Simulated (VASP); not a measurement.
Write the native input for VASP 6.6.1 that does the following.

```
Task                   : single point
Functional             : PBEsol
Potentials or basis    : VASP PAW PBE potentials, release 64 (O, C)
Cutoff                 : 520 eV
k mesh                 : 8 × 8 × 4
Occupations            : fermi-dirac, width 0.05 eV
Spin                   : no spin polarisation
Dipole correction      : no
Further INCAR settings : ALGO = Normal; EDIFF = 1e-06; NBANDS = 25
```

The structure of CO2 lies in POSCAR:

```
CO2
1.0
    2.5821020247     -2.3386424426      0.0000000000
    2.5821020247      2.3386424426      0.0000000000
    0.0000000000      0.0000000000      6.4527050375
O C
4 2
Direct
    0.3065085700      0.6934914300      0.6081566100
    0.6934914300      0.3065085700      0.3918433900
    0.1934914300      0.8065085700      0.1081566100
    0.8065085700      0.1934914300      0.8918433900
    0.5000000000      0.5000000000      0.5000000000
    0.0000000000      0.0000000000      0.0000000000
```

This cell differs from its parent crystal: volume scaled by 0.94.

The input as run:

INCAR

```
  PREC = Accurate
  ENCUT = 520
  EDIFF = 1E-6
  ISMEAR = -1
  SIGMA = 0.05
  LREAL = False
  LASPH = True
  NELM = 100
  ALGO = Normal
  ISIF = 2
  LWAVE = False
  LCHARG = False
  GGA = PS
  NBANDS = 25
```

KPOINTS

```
regular mesh
0
Gamma
  8 8 4
```

Potentials or basis: VASP PAW PBE potentials, release 64 (O, C).

Command:

```sh
$ cat potpaw_PBE.64/O/POTCAR potpaw_PBE.64/C/POTCAR > POTCAR
$ mpirun -np 1 vasp_std > vasp.out
```

Results of the run:

| Property | Result |
| --- | --- |
| Pressure | 12.1 GPa |
| Largest force | 3.444 eV/Å |
| Band gap on the k mesh | 6.79 eV, indirect (least direct gap 7.42 eV) |

Caveat: the PAW data sets were made with another functional, which shifts forces and pressure a little.

Wall time 90 s on 1 thread of Intel(R) Xeon(R) Platinum 8259CL CPU @ 2.50GHz (Skylake/Cascade Lake), on a shared host, peak memory 0.23 GiB.
